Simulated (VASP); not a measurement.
# AlNi3 (R-3m) in VASP: further runs

Runs on AlNi3. Level: PBEsol. Tasks: single point.

Everything below comes from runs of VASP 6.6.1. Logs are shortened: lines on timing, memory, paths and dates and some standing lists are left out, and cuts for length are marked.

## 1. The cell of the first run

It takes space group R-3m (No. 166, trigonal). Conventional cell: a = 3.764 Å, b = 3.764 Å, c = 11.060 Å, α = 90.00°, β = 90.00°, γ = 120.00°. Within 3.1 Å of Al (site symmetry -3m) lie 14 Ni at 2.36 to 2.85 Å. Ni (site symmetry 3m) has 4 Al at 2.36 to 2.76 Å and 10 Ni at 2.36 to 2.85 Å within 3.1 Å. Within 3.1 Å of Ni (site symmetry -3m) lie 8 Ni at 2.36 to 2.76 Å and 6 Al at 2.85 Å.

## 2. Single point, PBEsol (11.31 Å³/atom)

File INCAR:

```
SYSTEM = AlNi3
  PREC = Accurate
  ENCUT = 520
  EDIFF = 1E-7
  ISMEAR = 0
  SIGMA = 0.15
  LREAL = .FALSE.
  LASPH = .TRUE.
  NELM = 80
  ALGO = Fast
  ISIF = 2
  LWAVE = .FALSE.
  LCHARG = .FALSE.
  GGA = PS
  NBANDS = 24
```

File KPOINTS:

```
regular mesh
0
G
  14 14 14
  0 0 0
```

File POSCAR:

```
AlNi3
1.0
    0.3541464734      3.0155678669      3.0155678669
    3.0155678669      0.3541464734      3.0155678669
    3.0155678669      3.0155678669      0.3541464734
Al Ni
1 3
Direct
    0.5000000000      0.5000000000      0.5000000000
    0.2500000000      0.2500000000      0.2500000000
    0.0000000000      0.0000000000      0.0000000000
    0.7500000000      0.7500000000      0.7500000000
```

Potentials or basis: VASP PAW PBE potentials, release 64 (Al, Ni).

Launch:

```sh
$ cat potpaw_PBE.64/Al/POTCAR potpaw_PBE.64/Ni/POTCAR > POTCAR
$ mpirun -np 1 vasp_std > vasp.out
```

OUTCAR:

```text
SYSTEM = AlNi3
   PREC = Accurate
   ENCUT = 520
   EDIFF = 1E-7
   ISMEAR = 0
   LREAL = .FALSE.
   LASPH = .TRUE.
   NELM = 80
   ISIF = 2
   GGA = PS

 ion  position               nearest neighbor table
   1  0.500  0.500  0.500-   2 2.36   2 2.36   2 2.36   4 2.36   4 2.36   4 2.36   4 2.76   2 2.76
                             3 2.85   3 2.85   3 2.85   3 2.85   3 2.85   3 2.85
   2  0.250  0.250  0.250-   3 2.36   3 2.36   3 2.36   1 2.36   1 2.36   1 2.36   3 2.76   1 2.76
                             4 2.85   4 2.85   4 2.85   4 2.85   4 2.85   4 2.85
   3  0.000  0.000  0.000-   4 2.36   4 2.36   4 2.36   2 2.36   2 2.36   2 2.36   4 2.76   2 2.76
                             1 2.85   1 2.85   1 2.85   1 2.85   1 2.85   1 2.85
   4  0.750  0.750  0.750-   1 2.36   1 2.36   1 2.36   3 2.36   3 2.36   3 2.36   3 2.76   1 2.76
                             2 2.85   2 2.85   2 2.85   2 2.85   2 2.85   2 2.85

  LATTYP: Found a trigonal (rhomboedric) cell.
 ALAT       =     4.2793362621
 COS(alpha) =     0.6132106929

  Lattice vectors:

 A1 = (   0.3541464734,   3.0155678669,   3.0155678669)
 A2 = (   3.0155678669,   0.3541464734,   3.0155678669)
 A3 = (   3.0155678669,   3.0155678669,   0.3541464734)

Analysis of symmetry for initial positions (statically):
=====================================================================
 Subroutine PRICEL returns:
 Original cell was already a primitive cell.

 Routine SETGRP: Setting up the symmetry group for a
 trigonal (rhombohedral) supercell.

 Subroutine GETGRP returns: Found 12 space group operations
 (whereof 12 operations were pure point group operations)
 out of a pool of 12 trial point group operations.

The static configuration has the point symmetry D_3d.

Analysis of symmetry for dynamics (positions and initial velocities):
=====================================================================
 Subroutine PRICEL returns:
 Original cell was already a primitive cell.

 Routine SETGRP: Setting up the symmetry group for a
 trigonal (rhombohedral) supercell.

 Subroutine GETGRP returns: Found 12 space group operations
 (whereof 12 operations were pure point group operations)
 out of a pool of 12 trial point group operations.

The dynamic configuration has the point symmetry D_3d.

 Subroutine INISYM returns: Found 12 space group operations
 (whereof 12 operations are pure point group operations),
 and found     1 'primitive' translations

----------------------------------------------------------------------------------------

                                     Primitive cell

  volume of cell :      45.2280

[... 96 lines left out ...]
   IBRION =     -1    ionic relax: 0-MD 1-quasi-New 2-CG
   NFREE  =      0    steps in history (QN), initial steepest desc. (CG)
   ISIF   =      2    stress and relaxation
   ISYM   =      2    0-nonsym 1-usesym 2-fastsym
   POTIM  = 0.5000    time-step for ionic-motion
   TEBEG  =    0.0;   TEEND  =   0.0 temperature during run
   PSTRESS=    0.0 pullay stress
   NELECT =      33.0000    total number of electrons
   NUPDOWN=      -1.0000    fix difference up-down
   EMIN   =  10.00;   EMAX   =-10.00  energy-range for DOS
   EFERMI =   0.00;   METHOD = LEGACY
   ISMEAR =     0;   SIGMA  =   0.15  broadening in eV -4-tet -1-fermi 0-gaus
   EFERMI_NEDOS =   21; number of points for ismear=-14 and -15
   IALGO  =     68    algorithm
   IMIX   =      4    mixing-type and parameters
     AMIX     =   0.40;   BMIX     =  1.00
     AMIX_MAG =   1.60;   BMIX_MAG =  1.00
  volume/ion in A,a.u.               =      11.31        76.30
  Fermi-wavevector in a.u.,A,eV,Ry     =   1.473817  2.785111 29.553728  2.172138
  Thomas-Fermi vector in A             =   2.588664
   LORBIT       =      0    0 simple, 1 ext, 2 COOP (PROOUT), +10 PAW based schemes
   GGA     = PS    functional components
   LHFCALC =     F    Hartree Fock is set to
   AEXX    =    0.0000 exact exchange contribution
   IVDW    =     0    specifies the selected vdW correction
   LEPSILON=     F    determine dielectric tensor
   LRPA    =     F    only Hartree local field effects (RPA)
 non-spin polarized calculation
 RMM-DIIS sequential band-by-band and
 Gauss-broadening in eV      SIGMA  =   0.15
  energy-cutoff  :      520.00
  volume of cell :       45.23
 maximum number of plane-waves:      1235
   NGX = 15   NGY = 15   NGZ = 15

 number of electron      33.0000013 magnetization

 Free energy of the ion-electron system (eV)
  ---------------------------------------------------
  ext. energy  EPLUGINS =         0.00000000
  ---------------------------------------------------
  free energy    TOTEN  =       -23.39285231 eV

  energy without entropy =      -23.36001222  energy(sigma->0) =      -23.37643227

 E-fermi :   9.4208     XC(G=0): -12.7965

 val. band max:        9.4179562586   @ k =  -0.2857   0.5000   0.2143
 cond. band min:       9.4223779174   @ k =  -0.3571  -0.3571   0.0714
 fundamental gap:      0.0044216589
 Fermi energy:         9.4208192968

 k-point     1 :       0.0000    0.0000    0.0000
  band No.  band energies     occupation
      1      -0.5793      2.00000
      2       5.7287      2.00000
      3       5.9636      2.00000
      4       5.9636      2.00000
      5       6.2203      2.00000
      6       6.2203      2.00000
[... 637 lines left out ...]
     23      17.1725      0.00000
     24      18.0226      0.00000

 [... further k-points ...]

------------------------ aborting loop because EDIFF is reached ----------------------------------------

  FORCE on cell =-STRESS in cart. coord.  units (eV):
  Direction    XX          YY          ZZ          XY          YZ          ZX
  --------------------------------------------------------------------------------------
  -------------------------------------------------------------------------------------
  Total       -0.0035906     -0.0035906     -0.0035906     -3.1695847     -3.1695847     -3.1695847
  in kB       -0.1271961     -0.1271961     -0.1271961   -112.2808174   -112.2808174   -112.2808174
  external PRESSURE =      -0.1271961 kB  Pullay stress =       0.0000000 kB

 VOLUME and BASIS-vectors are now :
 -----------------------------------------------------------------------------
  energy-cutoff  :      520.00
  volume of cell :       45.23
      direct lattice vectors                 reciprocal lattice vectors
     0.354146473  3.015567867  3.015567867    -0.198289330  0.177449740  0.177449740
     3.015567867  0.354146473  3.015567867     0.177449740 -0.198289330  0.177449740
     3.015567867  3.015567867  0.354146473     0.177449740  0.177449740 -0.198289330

 POSITION                                       TOTAL-FORCE (eV/Angst)
 -----------------------------------------------------------------------------------
      3.19264      3.19264      3.19264         0.000000      0.000000      0.000000
      1.59632      1.59632      1.59632        -0.048094     -0.048094     -0.048094
      0.00000      0.00000      0.00000         0.000000      0.000000      0.000000
      4.78896      4.78896      4.78896         0.048094      0.048094      0.048094
 -----------------------------------------------------------------------------------
    total drift:                                0.000000     -0.000000      0.000000

  FREE ENERGIE OF THE ION-ELECTRON SYSTEM (eV)
  ---------------------------------------------------
  free  energy   TOTEN  =       -23.3928523141 eV

  energy  without entropy=      -23.3600122232  energy(sigma->0) =      -23.37643227
```

OSZICAR:

```text
N       E                     dE             d eps       ncg     rms          rms(c)
DAV:   1     0.185977686597E+03    0.18598E+03   -0.14246E+04 14000   0.175E+03
DAV:   2    -0.181741229376E+02   -0.20415E+03   -0.19247E+03 13848   0.320E+02
DAV:   3    -0.270639255408E+02   -0.88898E+01   -0.84455E+01 16544   0.915E+01
DAV:   4    -0.271972616109E+02   -0.13334E+00   -0.13325E+00 16576   0.978E+00
DAV:   5    -0.272017068989E+02   -0.44453E-02   -0.44452E-02 17632   0.164E+00    0.189E+01
RMM:   6    -0.274651013677E+02   -0.26339E+00   -0.41479E+01 15129   0.753E+01    0.189E+01
RMM:   7    -0.236468246849E+02    0.38183E+01   -0.11363E+01 13955   0.419E+01    0.748E+00
RMM:   8    -0.237918109931E+02   -0.14499E+00   -0.91416E-01 14785   0.107E+01    0.717E+00
RMM:   9    -0.234131321748E+02    0.37868E+00   -0.24865E-01 14940   0.592E+00    0.104E+00
RMM:  10    -0.233951334257E+02    0.17999E-01   -0.37541E-02 14821   0.167E+00    0.560E-01
RMM:  11    -0.233927115890E+02    0.24218E-02   -0.11372E-02 16525   0.111E+00    0.197E-01
RMM:  12    -0.233929489904E+02   -0.23740E-03   -0.28403E-03 16300   0.541E-01    0.155E-01
RMM:  13    -0.233928159854E+02    0.13301E-03   -0.92428E-04 16904   0.283E-01    0.304E-02
RMM:  14    -0.233928495751E+02   -0.33590E-04   -0.33825E-04 18828   0.129E-01    0.268E-02
RMM:  15    -0.233928508375E+02   -0.12624E-05   -0.53959E-05 17711   0.608E-02    0.137E-02
RMM:  16    -0.233928521319E+02   -0.12944E-05   -0.24132E-05 18923   0.307E-02    0.485E-03
RMM:  17    -0.233928522761E+02   -0.14425E-06   -0.26064E-06 18435   0.921E-03    0.174E-03
RMM:  18    -0.233928523141E+02   -0.37994E-07   -0.22701E-07 10190   0.340E-03
   1 F= -.23392852E+02 E0= -.23376432E+02  d E =-.328401E-01
```

Run time: 7 min. Hardware: 1 thread of Intel Xeon Platinum 8375C at 2.90GHz (Ice Lake), shared host; peak memory 0.38 GiB.

Results:

| Property | Result |
| --- | --- |
| Free energy | -23.3929 eV |
| Pressure | 0.0 GPa |
| Largest force | 0.083 eV/Å |
| Band gap on the k mesh | zero (an odd number of electrons rules out a gap without spin polarisation) |

Forces on the atoms (eV/Å):
```
Al   0.000  0.000  0.000
Ni  -0.048 -0.048 -0.048
Ni   0.000  0.000  0.000
Ni   0.048  0.048  0.048
```

Levels at points of the mesh, in eV from the Fermi level:
| k point | band 12 | band 13 | band 14 | band 15 | band 16 | band 17 | band 18 | band 19 | band 20 | band 21 |
| --- | --- | --- | --- | --- | --- | --- | --- | --- | --- | --- |
| (0.00, 0.00, 0.00) | -0.86 | -0.61 | -0.61 | -0.31 | -0.31 | 3.07 | 3.99 | 6.30 | 6.30 | 6.35 |
| (0.50, 0.00, 0.00) | -1.53 | -0.91 | -0.48 | -0.44 | -0.41 | -0.12 | 3.25 | 3.75 | 4.31 | 4.69 |
| (0.50, 0.50, 0.00) | -1.11 | -0.69 | -0.63 | -0.55 | -0.23 | -0.19 | -0.18 | -0.04 | 3.40 | 5.49 |
| (0.50, 0.50, 0.50) | -1.60 | -0.51 | -0.51 | -0.31 | -0.31 | -0.16 | 5.38 | 5.38 | 5.70 | 5.70 |

Caveat: the PAW data sets were made with another functional, which shifts forces and pressure a little. Spin polarisation is off, so any magnetic state and its effect on volume and gap are missing.

(Continued in part 2 of 2.)
